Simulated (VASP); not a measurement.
Set up this calculation in VASP 6.6.1, as the native input.

```yaml
Task: single point
Functional: PBEsol
Potentials_or_basis: VASP PAW PBE potentials, release 64 (C)
Cutoff: 520 eV
k_mesh: 14 × 14 × 8
Occupations: fermi-dirac, width 0.1 eV
Spin: no spin polarisation
Dipole_correction: no
Further_INCAR_settings: ALGO = Normal; EDIFF = 1e-06; NBANDS = 11
```

The structure of C lies in POSCAR:

```
C
1.0
    2.1825996185     -1.2601996054      0.0000000000
    2.1825996185      1.2601996054      0.0000000000
   -1.4149059173      0.0000000000      3.5938530272
C
2
Direct
    0.8333560000      0.8333560000      0.0000930000
    0.1666440000      0.1666440000      0.9999070000
```

These files were run (other wordings do the same):

INCAR

```
SYSTEM = C
PREC = Accurate ; ENCUT = 520
EDIFF = 1E-6 ; ISMEAR = -1
SIGMA = 0.1 ; LREAL = .False.
LASPH = .True. ; NELM = 100
ALGO = Normal ; ISIF = 2
LWAVE = .False. ; LCHARG = .True.
GGA = PS ; LELF = .True.
LVHAR = .True. ; NBANDS = 11
```

KPOINTS

```
regular mesh
0
Gamma
  14 14 8
  0 0 0
```

Potentials or basis: VASP PAW PBE potentials, release 64 (C).

Run with:

```console
$ cat potpaw_PBE.64/C/POTCAR > POTCAR
$ mpirun -np 1 vasp_std > vasp.out
```

It gave:

* Pressure: -16.8 GPa
* Largest force: 0.006 eV/Å

Caveat: the cell stands under tension; this functional lacks dispersion, which binds the layers, so the pressure and a relaxed spacing across them are unreliable; the PAW data sets were made with another functional, which shifts forces and pressure a little.

Run time: 78 s on 1 thread of Intel(R) Xeon(R) Platinum 8375C CPU @ 2.90GHz (Ice Lake) (shared host), peak memory 0.18 GiB.
